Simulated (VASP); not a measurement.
Write the native input for VASP 6.6.1 that does the following.

```
Task                   : relaxation of cell and atoms
Functional             : PBE
Potentials or basis    : VASP PAW PBE potentials, release 64 (As)
Cutoff                 : 600 eV
k mesh                 : 6 × 6 × 6
Occupations            : gaussian, width 0.1 eV
Spin                   : no spin polarisation
Dipole correction      : no
Further INCAR settings : ALGO = Normal; EDIFF = 1e-06; IBRION = 2; EDIFFG = -0.04; NSW = 90; ISIF = 3
```

The structure of As lies in POSCAR:

```
As
1.0
    0.0000000000      2.7424906175      4.3525514185
    1.9237318234      0.0000000000      4.3525514185
    1.9237318234      2.7424906175      0.0000000000
As
2
Direct
    0.0871000000      0.0871000000      0.9129000000
    0.9129000000      0.9129000000      0.0871000000
```

The input as run:

INCAR

```
  ALGO = Normal
  EDIFF = 1E-6
  EDIFFG = -0.04
  ENCUT = 600
  GGA = PE
  IBRION = 2
  ISIF = 3
  ISMEAR = 0
  LASPH = True
  LCHARG = False
  LREAL = False
  LWAVE = False
  NELM = 60
  NSW = 90
  PREC = Accurate
  SIGMA = 0.1
```

KPOINTS

```
k-points
0
Gamma
  6 6 6
```

Potentials or basis: VASP PAW PBE potentials, release 64 (As).

Launch:

```sh
$ cat potpaw_PBE.64/As/POTCAR > POTCAR
$ mpirun -np 1 vasp_std > vasp.out
```

Results of the run:

The relaxed volume is 23.23 Å³/atom. The relaxed cell is a = 5.897 Å, b = 5.607 Å, c = 3.054 Å, α = 79.92°, β = 69.42°, γ = 30.66°. The space group after relaxing (to 0.1 Å) is Fmmm (No. 69). The energy gained by relaxing is 7105.4 meV/atom and the ionic steps are 41. The pressure after relaxing is 0.0 GPa. The largest force after relaxing is 0.017 eV/Å and the band gap on the k mesh is zero (bands 5 and 6 overlap by 5.46 eV).

Caveat: a cell axis changed by over 15 % at a fixed basis, so the end point is rough.

It took 11 min on 1 thread of Intel Xeon 8259CL (shared host), peak memory 0.24 GiB.
